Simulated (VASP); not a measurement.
# WSe2 (P6_3/mmc) in VASP: a series of runs, part 4 of 4

VASP 6.6.1.

### Step 7. Relaxation of cell and atoms, PBEsol

This run uses another cell than the first one, of 20.26 Å³/atom.

INCAR reads:

```
  ALGO = Normal
  EDIFF = 1E-6
  EDIFFG = -0.005
  ENCUT = 600
  GGA = PS
  IBRION = 2
  ISIF = 3
  ISMEAR = 0
  LASPH = T
  LCHARG = F
  LREAL = F
  LWAVE = F
  NELM = 100
  NSW = 100
  PREC = Accurate
  SIGMA = 0.02
```

KPOINTS reads:

```
k-points
0
Gamma
  12 12 2
```

POSCAR reads:

```
WSe2
1.0
    3.2899984505      0.0000000000      0.0000000000
   -1.6449992252      2.8492222365      0.0000000000
    0.0000000000      0.0000000000     12.9700000000
W Se
2 4
Direct
    0.3333333333      0.6666666667      0.2500000000
    0.6666666667      0.3333333333      0.7500000000
    0.3333333333      0.6666666667      0.6210000000
    0.6666666667      0.3333333333      0.1210000000
    0.3333333333      0.6666666667      0.8790000000
    0.6666666667      0.3333333333      0.3790000000
```

Potentials or basis: VASP PAW PBE potentials, release 64 (W_sv, Se).

Run with:

```
$ cat potpaw_PBE.64/W_sv/POTCAR potpaw_PBE.64/Se/POTCAR > POTCAR
$ mpirun -np 1 vasp_std > vasp.out
```

OUTCAR:

```text
EDIFF = 1E-6
   EDIFFG = -0.005
   ENCUT = 600
   GGA = PS
   IBRION = 2
   ISIF = 3
   ISMEAR = 0
   LASPH = T
   LREAL = F
   NELM = 100
   NSW = 100
   PREC = Accurate

 ion  position               nearest neighbor table
   1  0.333  0.667  0.250-   4 2.53   6 2.53   4 2.53   6 2.53   4 2.53   6 2.53
   2  0.667  0.333  0.750-   3 2.53   5 2.53   3 2.53   5 2.53   3 2.53   5 2.53
   3  0.333  0.667  0.621-   2 2.53   2 2.53   2 2.53
   4  0.667  0.333  0.121-   1 2.53   1 2.53   1 2.53
   5  0.333  0.667  0.879-   2 2.53   2 2.53   2 2.53
   6  0.667  0.333  0.379-   1 2.53   1 2.53   1 2.53

  LATTYP: Found a hexagonal cell.
 ALAT       =     3.2899984505
 C/A-ratio  =     3.9422510968

  Lattice vectors:

 A1 = (   3.2899984505,   0.0000000000,   0.0000000000)
 A2 = (  -1.6449992252,   2.8492222365,   0.0000000000)
 A3 = (   0.0000000000,   0.0000000000,  12.9700000000)

Analysis of symmetry for initial positions (statically):
=====================================================================
 Subroutine PRICEL returns:
 Original cell was already a primitive cell.

 Routine SETGRP: Setting up the symmetry group for a
 hexagonal supercell.

 Subroutine GETGRP returns: Found 24 space group operations
 (whereof 12 operations were pure point group operations)
 out of a pool of 24 trial point group operations.

[... 289 lines left out ...]

  energy  without entropy=      -46.5468020647  energy(sigma->0) =      -46.54680206

[... ionic steps 4 to 11 ...]

--------------------------------------- Ionic step       12  -------------------------------------------

 number of electron      52.0000001 magnetization

------------------------ aborting loop because EDIFF is reached ----------------------------------------
[... 75 lines left out ...]
--------------------------------------- Ionic step       14  -------------------------------------------

 number of electron      52.0000001 magnetization

 Free energy of the ion-electron system (eV)
  ---------------------------------------------------
  ext. energy  EPLUGINS =         0.00000000
  ---------------------------------------------------
  free energy    TOTEN  =       -46.55178182 eV

  energy without entropy =      -46.55178182  energy(sigma->0) =      -46.55178182

 E-fermi :   6.0356     XC(G=0): -10.8231

 val. band max:        5.9191121548   @ k =   0.0000   0.0000   0.0000
 cond. band min:       6.9571516977   @ k =   0.1667   0.1667   0.0000
 fundamental gap:      1.0380395429
 Fermi energy:         6.0355902618

 k-point     1 :       0.0000    0.0000    0.0000
  band No.  band energies     occupation
      1     -68.2546      2.00000
      2     -68.2546      2.00000
      3     -32.5163      2.00000
      4     -32.5162      2.00000
      5     -32.3685      2.00000
      6     -32.3685      2.00000
[... 805 lines left out ...]
     30       8.0524      0.00000
     31       9.1667      0.00000

 [... further k-points ...]

------------------------ aborting loop because EDIFF is reached ----------------------------------------

  FORCE on cell =-STRESS in cart. coord.  units (eV):
  Direction    XX          YY          ZZ          XY          YZ          ZX
  --------------------------------------------------------------------------------------
  -------------------------------------------------------------------------------------
  Total        0.0084793      0.0084793      0.0011854      0.0000000      0.0000000      0.0000000
  in kB        0.1106070      0.1106070      0.0154628      0.0000000      0.0000000      0.0000000
  external PRESSURE =       0.0788922 kB  Pullay stress =       0.0000000 kB
[... 21 lines left out ...]
  FREE ENERGIE OF THE ION-ELECTRON SYSTEM (eV)
  ---------------------------------------------------
  free  energy   TOTEN  =       -46.5517818176 eV

  energy  without entropy=      -46.5517818176  energy(sigma->0) =      -46.55178182

 reached required accuracy - stopping structural energy minimisation
```

CONTCAR:

```text
WSe2
   1.00000000000000
     3.2738163114830683   -0.0000000000002864   -0.0000000000000000
    -1.6369081556920286    2.8352080930245682   -0.0000000000000000
     0.0000000000000000    0.0000000000000000   13.2327450690177564
  W               Se
     2     4
Direct
     0.3333333332999970    0.6666666667000030    0.2500000000000000
     0.6666666667000030    0.3333333332999970    0.7500000000000000
     0.3333333332999970    0.6666666667000030    0.6233068875833585
     0.6666666667000030    0.3333333332999970    0.1233068875833585
     0.3333333332999970    0.6666666667000030    0.8766931124166415
     0.6666666667000030    0.3333333332999970    0.3766931124166416

  0.00000000E+00  0.00000000E+00  0.00000000E+00
  0.00000000E+00  0.00000000E+00  0.00000000E+00
  0.00000000E+00  0.00000000E+00  0.00000000E+00
  0.00000000E+00  0.00000000E+00  0.00000000E+00
  0.00000000E+00  0.00000000E+00  0.00000000E+00
  0.00000000E+00  0.00000000E+00  0.00000000E+00
```

Wall time 17 min (1 thread of AMD EPYC 9R45 (Zen 5), shared host); peak memory 0.35 GiB.

What came out:

* Free energy: -46.5518 eV
* Relaxed volume: 20.47 Å³/atom
* Relaxed cell: a = 3.274 Å, b = 3.274 Å, c = 13.233 Å, α = 90.00°, β = 90.00°, γ = 120.00°
* Space group after relaxing (to 0.1 Å): P6_3/mmc (No. 194)
* Energy gained by relaxing: 1.4 meV/atom
* Ionic steps: 14
* Pressure after relaxing: 0.0 GPa
* Band gap on the k mesh: 1.04 eV (least direct gap 1.59 eV)

Step by step:
| step | energy change (eV) | largest force (eV/Å) | pressure (GPa) | volume (Å³) |
| --- | --- | --- | --- | --- |
| 1 | 0.0000 | 0.0718 | -0.83 | 121.58 |
| 2 | 0.0009 | 0.1605 | 1.58 | 119.75 |
| 3 | -0.0036 | 0.0369 | 0.29 | 120.71 |
| 4 | -0.0051 | 0.0737 | 0.03 | 120.78 |
| 5 | -0.0052 | 0.0510 | 0.08 | 120.76 |
| 6 | -0.0057 | 0.0479 | 0.06 | 120.92 |
| 7 | -0.0069 | 0.0383 | 0.00 | 121.38 |
| 8 | -0.0083 | 0.0194 | -0.10 | 122.31 |
| 9 | -0.0075 | 0.0184 | -0.23 | 124.17 |
| 10 | -0.0085 | 0.0048 | -0.12 | 122.90 |
| 11 | -0.0065 | 0.0996 | 0.85 | 122.39 |
| 12 | -0.0086 | 0.0120 | 0.03 | 122.82 |
| 13 | -0.0083 | 0.0334 | -0.08 | 122.84 |
| 14 | -0.0086 | 0.0007 | 0.01 | 122.83 |

Final structure:
```cif
data_structure
_symmetry_space_group_name_H-M 'P 1'
_symmetry_Int_Tables_number 1
_cell_length_a 3.2738
_cell_length_b 3.2738
_cell_length_c 13.2327
_cell_angle_alpha 90.000
_cell_angle_beta 90.000
_cell_angle_gamma 120.000
_cell_volume 122.83
loop_
_atom_site_label
_atom_site_type_symbol
_atom_site_fract_x
_atom_site_fract_y
_atom_site_fract_z
_atom_site_occupancy
W1 W 0.33333 0.66667 0.25000 1
W2 W 0.66667 0.33333 0.75000 1
Se1 Se 0.33333 0.66667 0.62331 1
Se2 Se 0.66667 0.33333 0.12331 1
Se3 Se 0.33333 0.66667 0.87669 1
Se4 Se 0.66667 0.33333 0.37669 1
```

Levels at points of the mesh, in eV from the valence-band top:
```csv
k point,band 22,band 23,band 24,band 25,band 26,band 27,band 28,band 29,band 30,band 31
"(0.00, 0.00, 0.00)",-1.37,-1.37,-1.18,-1.08,0.00,2.79,2.79,2.83,2.83,2.92
"(0.50, 0.00, 0.00)",-2.36,-1.34,-1.22,-1.18,-0.98,2.28,2.31,2.42,2.77,3.06
"(0.00, 0.00, 0.50)",-1.39,-1.39,-1.39,-0.24,-0.24,2.80,2.80,2.80,2.80,3.01
"(0.50, 0.00, 0.50)",-2.47,-1.27,-1.27,-1.08,-1.08,2.29,2.29,2.62,2.62,3.44
```

Caveat: the PAW data sets were made with another functional, which shifts forces and pressure a little; spin-orbit coupling is left out, which moves the levels of the heavy elements; this functional lacks dispersion, which binds the layers, so the pressure and a relaxed spacing across them are unreliable. A k mesh can miss the band edges.

### Step 8. Overview

| task | cell | cutoff (eV) | smearing | gap on the mesh (eV) | pressure (GPa) | relaxed volume (Å³/atom) | largest force (eV/Å) |
| --- | --- | --- | --- | --- | --- | --- | --- |
| relaxation of shape and atoms at fixed volume | relaxed from a = 3.308, b = 3.308, c = 13.701 Å, angles 90.0, 90.0, 120.0°, 6 atoms, atomic positions A | 600 | gaussian 0.02 eV | 1.27 | -0.6 | - | - |
| relaxation of cell and atoms | relaxed from a = 3.290, b = 3.290, c = 12.970 Å, angles 90.0, 90.0, 120.0°, 6 atoms, atomic positions B | 600 | gaussian 0.02 eV | 1.04 | 0.0 | 20.47 | - |
| relaxation of shape and atoms at fixed volume | relaxed from a = 3.304, b = 3.304, c = 13.352 Å, angles 90.0, 90.0, 120.0°, 6 atoms, atomic positions C | 600 | gaussian 0.02 eV | 1.15 | -0.4 | 21.03 | 0.01 |
| single point | a = 3.271, b = 3.271, c = 13.221 Å, angles 90.0, 90.0, 120.0°, 6 atoms, atomic positions C | 520 | gaussian 0.02 eV | 1.04 | 0.4 | - | 0.07 |
| single point | a = 3.271, b = 3.271, c = 13.221 Å, angles 90.0, 90.0, 120.0°, 6 atoms, atomic positions C | 520 | gaussian 0.05 eV | 1.04 | 0.4 | - | 0.07 |

Alike in all rows: level PBEsol; potentials or basis VASP PAW PBE potentials, release 64 (W_sv, Se); no spin polarisation; k mesh 12 × 12 × 2.

Caveats: the PAW data sets were made with another functional, which shifts forces and pressure a little; spin-orbit coupling is left out, which moves the levels of the heavy elements; this functional lacks dispersion, which binds the layers, so the pressure and a relaxed spacing across them are unreliable.

Total energies depend on the potentials used, so only differences within one code and one set of settings carry meaning.

### Step 9. How close it comes

Step 5. Measured gap of WSe2: 1.3 eV (indirect; “Time-resolved XUV ARPES with tunable 24–33 eV laser pulses at 30 meV resolution”, 2019, pmc:6684652). This calculation gives 1.04 eV (-0.26 eV). Spin-orbit coupling on Se, W is left out. The value is that of PBEsol on a finite k mesh, which can miss the band edges, without temperature or zero-point motion. Semilocal functionals fall short of measured gaps as a rule.

Step 6. Against the measured gap of WSe2, 1.3 eV (indirect; “Time-resolved XUV ARPES with tunable 24–33 eV laser pulses at 30 meV resolution”, 2019, pmc:6684652), the calculated 1.04 eV is off by -0.26 eV. Spin-orbit coupling on Se, W is left out. The value is that of PBEsol on a finite k mesh, which can miss the band edges, without temperature or zero-point motion. Semilocal functionals fall short of measured gaps as a rule.
